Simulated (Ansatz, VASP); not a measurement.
# TaN in VASP and in Ansatz

Contents of INCAR:

```
  PREC = Accurate
  ENCUT = 600
  EDIFF = 1E-6
  ISMEAR = -1
  SIGMA = 0.15
  LREAL = F
  LASPH = T
  NELM = 60
  ALGO = Normal
  ISIF = 3
  LWAVE = F
  LCHARG = F
  GGA = PS
  IBRION = 2
  NSW = 80
  EDIFFG = -0.001
```

Contents of KPOINTS:

```
Automatic mesh
0
Gamma
  18 18 14
```

POSCAR

```
TaN
1.0
    2.9239890448      0.0000000000      0.0000000000
   -1.4619945224      2.5322487931      0.0000000000
    0.0000000000      0.0000000000      2.8707276426
Ta N
1 1
Direct
    0.3333333333      0.6666666667      0.5000000000
    0.0000000000      0.0000000000      0.0000000000
```

Input for Ansatz:

```yaml
crystal:
  lattice:
    - [2.9239890448, 0.0, 0.0]
    - [-1.4619945224, 2.5322487932, 0.0]
    - [0.0, 0.0, 2.8707276426]
  atoms:
    - { symbol: Ta, position: [0.3333333333, 0.6666666667, 0.5] }
    - { symbol: "N", position: [0.0, 0.0, 0.0] }
basis:
  ecutwfc: 420
kpoints:
  mp_grid: { grid: [18, 18, 14] }
hamiltonian:
  xc: pbesol
scf:
  occupations: { method: fermi_dirac, width: 0.15 }
output:
  forces: true
  stress: true
  eigenvalues: true
  write_density: true
  write_potential: true
  elf: true
  volumetric_format: npy
relax:
  adjacent_minimum: "off"
  f_tol: 0.001
  max_steps: 60
  cell: { stress_tol: 0.01 }
```

Alike in both runs: task relaxation of cell and atoms; functional PBEsol; k mesh 18 × 18 × 14; occupations fermi-dirac, width 0.15 eV; no spin polarisation.

```csv
,VASP,Ansatz
version,VASP 6.6.1,Ansatz 0.2.0
potentials or method,"VASP PAW PBE potentials, release 64 (Ta_pv, N), cutoff 600 eV","scalar-relativistic, plane waves, PAW"
valence electrons in the cell,16,18
```

```csv
,VASP,Ansatz,Ansatz less VASP
"gap on the k mesh at the Fermi level, each at its own relaxed structure (eV)",none,none,-
relaxed volume (Å³/atom),10.65,10.63,-0.021
relaxed cell length with the largest relative difference (Å),2.872,2.870,-0.0022
```

VASP's potentials were made for PBE, not for PBEsol. A gap of «none» marks a metal or a gap that the smearing closes. VASP's potentials hold 16 valence electrons a cell and Ansatz's 18, so a difference there can come from the potentials and not from the codes.

Neither program's run includes spin-orbit coupling.
